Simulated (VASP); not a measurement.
Ti2W, 6 atoms in the cell. Symmetry: P6_3/mmc, No. 194, hexagonal system. Conventional cell: a = 2.817 Å, b = 2.817 Å, c = 13.350 Å, α = 90.00°, β = 90.00°, γ = 120.00°. Ti (site symmetry 3m) has 9 Ti at 2.76 to 2.82 Å and 3 W at 2.76 Å within 3.6 Å. Within 3.6 Å of W (site symmetry -6m2) lie 6 Ti at 2.76 Å and 6 W at 2.82 Å. 

- Program: VASP 6.6.1
- Task: relaxation of cell and atoms
- Functional: PBE
- Potentials or basis: VASP PAW PBE potentials, release 64 (Ti_sv, W_sv)
- Cutoff: 600 eV
- k mesh: 6 × 6 × 2
- Occupations: gaussian, width 0.1 eV
- Spin: no spin polarisation
- Dipole correction: no
- Further INCAR settings: ALGO = Normal; EDIFF = 1e-07; IBRION = 2; EDIFFG = -0.04; NSW = 90; ISIF = 3

Potentials or basis: VASP PAW PBE potentials, release 64 (Ti_sv, W_sv).

Run with:

```bash
$ cat potpaw_PBE.64/Ti_sv/POTCAR potpaw_PBE.64/W_sv/POTCAR > POTCAR
$ mpirun -np 1 vasp_std > vasp.out
```

Hardware: 1 thread of Intel Xeon 8259CL (shared host).

Task: How long does it take, and how much memory?

Result: It took 13 min on 1 thread of Intel Xeon 8259CL (shared host), peak memory 0.25 GiB. Counts: scf iterations 81, k points 14, ion steps 6.
